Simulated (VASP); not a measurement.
# Pd (P6_3/mmc) in VASP: a series of runs

Aim: see how the results for Pd move with the level of theory and the settings. Levels: PBEsol, LDA, PBEsol-based global hybrid with 25 % exact exchange. Tasks: relaxation of cell and atoms, single point.

Program: VASP 6.6.1. These are calculated values, not measurements. Logs are shortened: lines on timing, memory, paths and dates and some standing lists are left out, and cuts for length are marked.

**1. The cell of the first run**

Symmetry: P6_3/mmc, No. 194, hexagonal system. The conventional cell has a = 2.784 Å, b = 2.784 Å, c = 4.629 Å, α = 90.00°, β = 90.00°, γ = 120.00°. Within 3.7 Å of Pd (site symmetry -6m2) lie 12 Pd at 2.78 to 2.82 Å.

This isn't the form of Pd at room conditions, which is fcc.

**2. Relaxation of cell and atoms, PBEsol**

INCAR reads:

```
SYSTEM = Pd
ALGO = Normal
EDIFF = 1E-7
EDIFFG = -0.01
ENCUT = 600
GGA = PS
IBRION = 2
ISIF = 3
ISMEAR = -1
LASPH = .TRUE.
LCHARG = .FALSE.
LREAL = .FALSE.
LWAVE = .FALSE.
NELM = 60
NSW = 60
PREC = Accurate
SIGMA = 0.05
```

KPOINTS reads:

```
k-points
0
G
  11 11 6
  0 0 0
```

POSCAR reads:

```
Pd
1.0
    2.7836650458      0.0000000000      0.0000000000
   -1.3918325229      2.4107246453      0.0000000000
    0.0000000000      0.0000000000      4.6288930000
Pd
2
Direct
    0.3333333333      0.6666666667      0.2500000000
    0.6666666667      0.3333333333      0.7500000000
```

Potentials or basis: VASP PAW PBE potentials, release 64 (Pd).

On the command line:

```bash
$ cat potpaw_PBE.64/Pd/POTCAR > POTCAR
$ mpirun -np 1 vasp_std > vasp.out
```

OUTCAR:

```text
SYSTEM = Pd
   EDIFF = 1E-7
   EDIFFG = -0.01
   ENCUT = 600
   GGA = PS
   IBRION = 2
   ISIF = 3
   ISMEAR = -1
   LASPH = .TRUE.
   LREAL = .FALSE.
   NELM = 60
   NSW = 60
   PREC = Accurate

 ion  position               nearest neighbor table
   1  0.333  0.667  0.250-   2 2.82   2 2.82   2 2.82   2 2.82   2 2.82   2 2.82
   2  0.667  0.333  0.750-   1 2.82   1 2.82   1 2.82   1 2.82   1 2.82   1 2.82

  LATTYP: Found a hexagonal cell.
 ALAT       =     2.7836650458
 C/A-ratio  =     1.6628771507

  Lattice vectors:

 A1 = (   2.7836650458,   0.0000000000,   0.0000000000)
 A2 = (  -1.3918325229,   2.4107246453,   0.0000000000)
 A3 = (   0.0000000000,   0.0000000000,   4.6288930000)

Analysis of symmetry for initial positions (statically):
=====================================================================
 Subroutine PRICEL returns:
 Original cell was already a primitive cell.

 Routine SETGRP: Setting up the symmetry group for a
 hexagonal supercell.

 Subroutine GETGRP returns: Found 24 space group operations
 (whereof 12 operations were pure point group operations)
 out of a pool of 24 trial point group operations.

The static configuration has the point symmetry D_3d.
 The point group associated with its full space group is D_6h.

Analysis of symmetry for dynamics (positions and initial velocities):
=====================================================================
 Subroutine PRICEL returns:
 Original cell was already a primitive cell.

 Routine SETGRP: Setting up the symmetry group for a
 hexagonal supercell.

 Subroutine GETGRP returns: Found 24 space group operations
 (whereof 12 operations were pure point group operations)
 out of a pool of 24 trial point group operations.

The dynamic configuration has the point symmetry D_3d.
 The point group associated with its full space group is D_6h.

 Subroutine INISYM returns: Found 24 space group operations
 (whereof 12 operations are pure point group operations),
 and found     1 'primitive' translations

----------------------------------------------------------------------------------------

                                     Primitive cell

  volume of cell :      31.0629

  direct lattice vectors                    reciprocal lattice vectors
     2.783665046  0.000000000  0.000000000     0.359238624  0.207406516  0.000000000
    -1.391832523  2.410724645  0.000000000     0.000000000  0.414813032  0.000000000
     0.000000000  0.000000000  4.628893000     0.000000000  0.000000000  0.216034374

  length of vectors
     2.783665046  2.783665046  4.628893000     0.414813032  0.414813032  0.216034374

  position of ions in fractional coordinates (direct lattice)
     0.333333333  0.666666667  0.250000000
     0.666666667  0.333333333  0.750000000

  ion indices of the primitive-cell ions
   primitive index   ion index
                 1           1
                 2           2

----------------------------------------------------------------------------------------

 KPOINTS: k-points

Automatic generation of k-mesh.
 Grid dimensions read from file:
 generate k-points for:   11   11    6

 Generating k-lattice:

  Cartesian coordinates                     Fractional coordinates (reciprocal lattice)
     0.032658057  0.018855138  0.000000000     0.090909091  0.000000000  0.000000000
     0.000000000  0.037710276  0.000000000     0.000000000  0.090909091  0.000000000
     0.000000000  0.000000000  0.036005729     0.000000000  0.000000000  0.166666667

  Length of vectors
     0.037710276  0.037710276  0.036005729

  Shift w.r.t. Gamma in fractional coordinates (k-lattice)
     0.000000000  0.000000000  0.000000000

 Subroutine IBZKPT returns following result:
 ===========================================

 Found     64 irreducible k-points:

 Following reciprocal coordinates:
            Coordinates               Weight
  0.000000  0.000000  0.000000      1.000000
  0.090909  0.000000  0.000000      6.000000
  0.181818  0.000000  0.000000      6.000000
  0.272727  0.000000  0.000000      6.000000
  0.363636  0.000000  0.000000      6.000000
  0.454545  0.000000  0.000000      6.000000
[... 16 lines left out ...]
  0.090909  0.090909  0.166667     12.000000
  0.181818  0.090909  0.166667     24.000000
 [... further k-points ...]
   k-points           NKPTS =     64   k-points in BZ     NKDIM =     64   number of bands    NBANDS=     14
   number of dos      NEDOS =    301   number of ions     NIONS =      2
   total plane-waves  NPLWV =  23040
   dimension x,y,z NGX =    24 NGY =   24 NGZ =   40
   dimension x,y,z NGXF=    48 NGYF=   48 NGZF=   80
   ions per type =               2
   NGX,Y,Z   is equivalent  to a cutoff of  14.33, 14.33, 14.37 a.u.
   NGXF,Y,Z  is equivalent  to a cutoff of  28.67, 28.67, 28.73 a.u.
 SYSTEM =  Pd
   PREC   = accura    normal or accurate (medium, high low for compatibility)
   ISTART =      0    job   : 0-new  1-cont  2-samecut
   ICHARG =      2    charge: 1-file 2-atom 10-const
   ISPIN  =      1    spin polarized calculation?
   LNONCOLLINEAR =      F non collinear calculations
   LSORBIT =      F    spin-orbit coupling
   LASPH  =      T    aspherical Exc in radial PAW
   ENCUT  =  600.0 eV  44.10 Ry    6.64 a.u.   5.56  5.56  9.25*2*pi/ulx,y,z
   NELM   =     60;   NELMIN=  2; NELMDL= -5     # of ELM steps
   EDIFF  = 0.1E-06   stopping-criterion for ELM
   LREAL  =      F    real-space projection
   EDIFFG = -.1E-01   stopping-criterion for IOM
   NSW    =     60    number of steps for IOM
   IBRION =      2    ionic relax: 0-MD 1-quasi-New 2-CG
   NFREE  =      1    steps in history (QN), initial steepest desc. (CG)
   ISIF   =      3    stress and relaxation
   ISYM   =      2    0-nonsym 1-usesym 2-fastsym
   POTIM  = 0.5000    time-step for ionic-motion
   TEBEG  =    0.0;   TEEND  =   0.0 temperature during run
   PSTRESS=    0.0 pullay stress
   NELECT =      20.0000    total number of electrons
   NUPDOWN=      -1.0000    fix difference up-down
   EMIN   =  10.00;   EMAX   =-10.00  energy-range for DOS
   EFERMI =   0.00;   METHOD = LEGACY
   ISMEAR =    -1;   SIGMA  =   0.05  broadening in eV -4-tet -1-fermi 0-gaus
   EFERMI_NEDOS =   21; number of points for ismear=-14 and -15
   IALGO  =     38    algorithm
   IMIX   =      4    mixing-type and parameters
     AMIX     =   0.40;   BMIX     =  1.00
     AMIX_MAG =   1.60;   BMIX_MAG =  1.00
  volume/ion in A,a.u.               =      15.53       104.81
  Fermi-wavevector in a.u.,A,eV,Ry     =   1.413636  2.671385 27.189429  1.998367
  Thomas-Fermi vector in A             =   2.535261
   LORBIT       =      0    0 simple, 1 ext, 2 COOP (PROOUT), +10 PAW based schemes
   GGA     = PS    functional components
   LHFCALC =     F    Hartree Fock is set to
   AEXX    =    0.0000 exact exchange contribution
   IVDW    =     0    specifies the selected vdW correction
   LEPSILON=     F    determine dielectric tensor
   LRPA    =     F    only Hartree local field effects (RPA)
 conjugate gradient relaxation of ions
 non-spin polarized calculation
  energy-cutoff  :      600.00
  volume of cell :       31.06
 maximum number of plane-waves:      1061
 NGX is ok and might be reduce to    24
   NGX = 11   NGY = 11   NGZ = 19

--------------------------------------- Ionic step        1  -------------------------------------------

 number of electron      20.0000005 magnetization

 Free energy of the ion-electron system (eV)
  ---------------------------------------------------
  ext. energy  EPLUGINS =         0.00000000
  ---------------------------------------------------
  free energy    TOTEN  =       -11.79231706 eV

  energy without entropy =      -11.74404276  energy(sigma->0) =      -11.76817991

------------------------ aborting loop because EDIFF is reached ----------------------------------------

  FORCE on cell =-STRESS in cart. coord.  units (eV):
  Direction    XX          YY          ZZ          XY          YZ          ZX
  --------------------------------------------------------------------------------------
  -------------------------------------------------------------------------------------
  Total       -2.0868427     -2.0868427     -2.0003570     -0.0000000      0.0000000      0.0000000
  in kB     -107.6362536   -107.6362536   -103.1754509     -0.0000000      0.0000000      0.0000000
  external PRESSURE =    -106.1493194 kB  Pullay stress =       0.0000000 kB
[... 21 lines left out ...]
  energy  without entropy=      -11.7440427601  energy(sigma->0) =      -11.76817991

--------------------------------------- Ionic step        2  -------------------------------------------

 number of electron      20.0000003 magnetization

 E-fermi :  11.4589     XC(G=0): -14.0162

 val. band max:       11.4522614220   @ k =   0.4545   0.0000   0.1667
 cond. band min:      11.4604207910   @ k =   0.4545   0.0909   0.0000
 fundamental gap:      0.0081593689
 Fermi energy:        11.4589479991

 k-point     1 :       0.0000    0.0000    0.0000
  band No.  band energies     occupation
      1       3.3748      2.00000
      2       5.2357      2.00000
      3       7.9396      2.00000
      4       8.1860      2.00000
      5       8.1860      2.00000
      6       8.6120      2.00000
      7       8.6120      2.00000
      8       9.4595      2.00000
      9       9.4595      2.00000
     10      11.1637      1.99457
     11      11.1637      1.99457
     12      11.9379      0.00014
     13      19.2249      0.00000
     14      28.5948      0.00000
[... 460 lines left out ...]
  energy  without entropy=      -11.8139831767  energy(sigma->0) =      -11.83631448

--------------------------------------- Ionic step        4  -------------------------------------------

 number of electron      19.9999997 magnetization

 Free energy of the ion-electron system (eV)
  ---------------------------------------------------
  ext. energy  EPLUGINS =         0.00000000
  ---------------------------------------------------
  free energy    TOTEN  =       -11.85868582 eV

  energy without entropy =      -11.81409659  energy(sigma->0) =      -11.83639120

 E-fermi :   9.8086     XC(G=0): -13.4431

 val. band max:        9.8037287539   @ k =   0.4545   0.0909   0.0000
 cond. band min:       9.8096681254   @ k =   0.3636   0.0000   0.0000
 fundamental gap:      0.0059393715
 Fermi energy:         9.8085694962

 k-point     1 :       0.0000    0.0000    0.0000
  band No.  band energies     occupation
      1       2.4747      2.00000
      2       4.3594      2.00000
      3       6.7809      2.00000
      4       6.9890      2.00000
      5       6.9890      2.00000
      6       7.3542      2.00000
      7       7.3542      2.00000
      8       8.0813      2.00000
      9       8.0813      2.00000
     10       9.5572      1.98697
     11       9.5572      1.98697
     12      10.5317      0.00000
     13      16.8476      0.00000
     14      26.8953      0.00000
[... 420 lines left out ...]
  FREE ENERGIE OF THE ION-ELECTRON SYSTEM (eV)
  ---------------------------------------------------
  free  energy   TOTEN  =       -11.8586858168 eV

  energy  without entropy=      -11.8140965916  energy(sigma->0) =      -11.83639120

 reached required accuracy - stopping structural energy minimisation
```

It took 2.5 min on 1 thread of Intel Xeon 8259CL, shared host; peak memory 0.19 GiB.

Results:

| Item | Value |
| --- | --- |
| Free energy | -11.8587 eV |
| Relaxed volume | 14.60 Å³/atom |
| Relaxed cell | a = 2.726 Å, b = 2.726 Å, c = 4.537 Å, α = 90.00°, β = 90.00°, γ = 120.00° |
| Space group after relaxing (to 0.1 Å) | P6_3/mmc (No. 194) |
| Energy gained by relaxing | 33.2 meV/atom |
| Ionic steps | 4 |
| Pressure after relaxing | 0.0 GPa |
| Band gap on the k mesh | zero (bands 10 and 11 overlap by 0.88 eV) |

Step by step:
```tsv
step	energy change (eV)	largest force (eV/Å)	pressure (GPa)	volume (Å³)
1	0.0000	0.0000	-10.61	31.06
2	0.1024	0.0000	23.54	26.66
3	-0.0663	0.0000	-0.31	29.24
4	-0.0664	0.0000	-0.03	29.20
```

Final structure:
```cif
data_structure
_symmetry_space_group_name_H-M 'P 1'
_symmetry_Int_Tables_number 1
_cell_length_a 2.7260
_cell_length_b 2.7260
_cell_length_c 4.5370
_cell_angle_alpha 90.000
_cell_angle_beta 90.000
_cell_angle_gamma 120.000
_cell_volume 29.20
loop_
_atom_site_label
_atom_site_type_symbol
_atom_site_fract_x
_atom_site_fract_y
_atom_site_fract_z
_atom_site_occupancy
Pd1 Pd 0.33333 0.66667 0.25000 1
Pd2 Pd 0.66667 0.33333 0.75000 1
```

Levels at points of the mesh, in eV from the Fermi level:
| k point | band 7 | band 8 | band 9 | band 10 | band 11 | band 12 | band 13 | band 14 |
| --- | --- | --- | --- | --- | --- | --- | --- | --- |
| (0.00, 0.00, 0.00) | -2.45 | -1.73 | -1.73 | -0.25 | -0.25 | 0.72 | 7.04 | 17.09 |
| (0.00, 0.00, 0.50) | -2.86 | -2.86 | -0.73 | -0.73 | -0.73 | -0.73 | 14.12 | 14.12 |

Caveat: the PAW data sets were made with another functional, which shifts forces and pressure a little.

**3. Single point, LDA, non-collinear spin, zero start, spin-orbit coupling**

INCAR reads:

```
PREC = Accurate
ENCUT = 520
EDIFF = 1E-7
ISMEAR = -1
SIGMA = 0.05
LREAL = F
LASPH = T
NELM = 150
ALGO = Fast
ISIF = 2
LWAVE = F
LCHARG = T
LNONCOLLINEAR = T
MAGMOM = 0 0 0 0 0 0
LORBIT = 11
LSORBIT = T
GGA_COMPAT = F
LORBMOM = T
LMAXMIX = 4
GGA = CA
LVHAR = T
NBANDS = 32
```

KPOINTS reads:

```
regular mesh
0
Gamma
  8 8 5
```

POSCAR is that of step 2.

Potentials or basis: VASP PAW LDA potentials, release 64 (Pd).

On the command line:

```bash
$ cat potpaw_LDA.64/Pd/POTCAR > POTCAR
$ mpirun -np 1 vasp_ncl > vasp.out
```

It took 2.4 min on 1 thread of Intel Xeon 8259CL, shared host; peak memory 0.22 GiB.

The run converged. Its results:

```yaml
Free_energy: -12.8758 eV
Pressure: -15.2 GPa
Net_moment: 0.00 μB per cell
Valence_electrons_inside_the_program's_atomic_spheres: Pd 9.34
```

Stress tensor (GPa, compression positive):
```
-15.61   0.00   0.00
  0.00 -15.61   0.00
  0.00   0.00 -14.40
```

Moments on the atoms (μB; x, y, z):
```
Pd  0.00 0.00 0.00
Pd  0.00 0.00 0.00
```

Caveat: the cell stands under tension.

[end of part 1 of 2]
